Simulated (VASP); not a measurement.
# Ir: single point with LDA

The system is Ir.

```xyz
2
Lattice="2.7594 0.0000 0.0000 -1.3797 2.3897 0.0000 0.0000 0.0000 4.7371" Properties=species:S:1:pos:R:3 pbc="T T T"
Ir    1.3797    0.7966    3.5528
Ir    0.0000    1.5931    1.1843
```

```json
{
  "Program": "VASP 6.6.1",
  "Task": "single point",
  "Functional": "LDA",
  "Potentials or basis": "VASP PAW LDA potentials, release 64 (Ir)",
  "Cutoff": "500 eV",
  "k mesh": "18 × 18 × 10",
  "Occupations": "gaussian, width 0.15 eV",
  "Spin": "no spin polarisation"
}
```

```json
{
  "Pressure": "-32.3 GPa",
  "Band gap on the k mesh": "zero (band 9 reaches 9.80 eV, above the bottom of band 10 at 6.68 eV)"
}
```

Stress tensor (GPa, compression positive):
```
-27.79   0.00   0.00
  0.00 -27.79   0.00
  0.00   0.00 -41.29
```

Levels at points of the mesh, in eV from the Fermi level:
```csv
k point,band 5,band 6,band 7,band 8,band 9,band 10,band 11,band 12,band 13,band 14
"(0.00, 0.00, 0.00)",-3.24,-2.79,-2.79,-1.56,-1.56,-0.91,0.34,0.34,5.52,14.79
"(0.50, 0.00, 0.00)",-3.08,-2.78,-2.69,0.67,0.98,1.24,2.80,4.23,7.62,9.15
"(0.00, 0.00, 0.50)",-3.25,-3.25,-3.25,-3.25,-0.31,-0.31,-0.31,-0.31,12.48,12.48
"(0.50, 0.00, 0.50)",-1.54,-1.54,-0.66,-0.66,1.13,1.13,1.94,1.94,7.10,7.10
```

Run time: 52 s on 1 thread of Intel(R) Xeon(R) Platinum 8488C (Sapphire Rapids), on a shared host, peak memory 0.2 GiB.

Caveat: spin-orbit coupling is left out, which moves the levels of the heavy elements.
